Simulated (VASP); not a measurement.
A run of VASP 6.6.1 is set up as follows.

INCAR

```
PREC     = Accurate       # precision mode
ENCUT    = 520            # plane-wave cutoff, eV
EDIFF    = 1E-6           # SCF threshold, eV
ISMEAR   = 0              # smearing method
SIGMA    = 0.1            # smearing width, eV
LREAL    = F              # projectors in reciprocal space
LASPH    = T              # aspherical terms in the spheres
NELM     = 60             # most SCF steps
ALGO     = Fast           # electronic algorithm
ISIF     = 2              # what is computed and relaxed
LWAVE    = F              # write WAVECAR
LCHARG   = F              # write CHGCAR
GGA      = PE             # functional
NBANDS   = 20             # bands
```

File KPOINTS:

```
regular mesh
0
Gamma
  28 28 28
```

Contents of POSCAR:

```
Mn
1.0
   -1.3365669000      1.3365669000      3.4392697630
    1.3365669000     -1.3365669000      3.4392697630
    1.3365669000      1.3365669000     -3.4392697630
Mn
2
Direct
    0.1546369707      0.1546369707      0.0000000000
    0.8453630293      0.8453630293      0.0000000000
```

Potentials or basis: VASP PAW PBE potentials, release 64 (Mn_pv).

Run with:

```sh
$ cat potpaw_PBE.64/Mn_pv/POTCAR > POTCAR
$ mpirun -np 1 vasp_std > vasp.out
```

(1) Estimate the band gap on the k mesh.

(2) Estimate the pressure.

(3) Estimate the largest force.

## Answers

(1) zero (bands 13 and 14 overlap by 1.77 eV).

(2) 0.2 GPa.

(3) 0.025 eV/Å.

Caveat: the run has no spin polarisation, though such a crystal can be magnetic.
